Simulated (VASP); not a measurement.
A run of VASP 6.6.1 is set up as follows.

File POSCAR:

```
SrTiO3
1.0
    4.0940082537      0.0000000000      0.0000000000
    0.0000000000      4.0940082537      0.0000000000
    0.0000000000      0.0000000000      3.8119330439
Sr Ti O
1 1 3
Direct
    0.0000000000      0.0000000000      0.0000000000
    0.5000000000      0.5000000000      0.5000000000
    0.5000000000      0.0000000000      0.5000000000
    0.5000000000      0.5000000000      0.0000000000
    0.0000000000      0.5000000000      0.5000000000
```

Contents of INCAR.step1:

```
ALGO     = Normal         # electronic algorithm
EDIFF    = 1E-4           # SCF threshold, eV
ENCUT    = 520            # plane-wave cutoff, eV
GGA      = PE             # functional
ISMEAR   = 0              # smearing method
LASPH    = T              # aspherical terms in the spheres
LCHARG   = F              # write CHGCAR
LDAU     = T              # DFT+U
LDAUJ    = 0 0 0        
LDAUL    = -1 2 -1        # shell
LDAUTYPE = 2            
LDAUU    = 0 4 0          # U, eV
LMAXMIX  = 4              # l up to which the mixer works
LREAL    = F              # projectors in reciprocal space
LWAVE    = T              # write WAVECAR
NBANDS   = 28             # bands
NELM     = 150            # most SCF steps
PREC     = Accurate       # precision mode
SIGMA    = 0.02           # smearing width, eV
```

Contents of INCAR.step2:

```
ALGO     = Normal         # electronic algorithm
EDIFF    = 1E-6           # SCF threshold, eV
ENCUT    = 520            # plane-wave cutoff, eV
ISIF     = 2              # what is computed and relaxed
ISMEAR   = 0              # smearing method
ISTART   = 1            
LASPH    = T              # aspherical terms in the spheres
LCHARG   = F              # write CHGCAR
LDAU     = T              # DFT+U
LDAUJ    = 0 0 0        
LDAUL    = -1 2 -1        # shell
LDAUPRINT= 1            
LDAUTYPE = 2            
LDAUU    = 0 4 0          # U, eV
LMAXMIX  = 4              # l up to which the mixer works
LMIXTAU  = T            
LREAL    = F              # projectors in reciprocal space
LWAVE    = F              # write WAVECAR
METAGGA  = R2SCAN         # meta-GGA
NBANDS   = 28             # bands
NELM     = 150            # most SCF steps
PREC     = Accurate       # precision mode
SIGMA    = 0.02           # smearing width, eV
```

The input KPOINTS:

```
k-points
0
Gamma
  6 6 6
```

Potentials or basis: VASP PAW PBE potentials, release 64 (Sr_sv, Ti_sv, O).

Command:

```bash
$ cat potpaw_PBE.64/Sr_sv/POTCAR potpaw_PBE.64/Ti_sv/POTCAR potpaw_PBE.64/O/POTCAR > POTCAR
$ cp INCAR.step1 INCAR
$ mpirun -np 1 vasp_std > vasp.out
$ cp INCAR.step2 INCAR
$ mpirun -np 1 vasp_std > vasp.out
```

Problem. What does it give for the band gap on the k mesh?

Solution. 2.61 eV (least direct gap 3.06 eV).

Problem. What does it give for the pressure?

Solution. -6.1 GPa.

Eigenvalues of the final occupation matrices:
| site | spin | trace | eigenvalues |
| --- | --- | --- | --- |
| site 2 d | 1 | 0.75 | 0.08 0.10 0.10 0.21 0.26 |
| site 2 d | 2 | 0.75 | 0.08 0.10 0.10 0.21 0.26 |

Caveat: the cell differs from its parent crystal (biaxial strain in the a-b plane: +4.5 %); the stress differs along the axes, from -12 to 5 GPa; the PAW data sets were made with another functional, which shifts forces and pressure a little. A k mesh can miss the band edges.
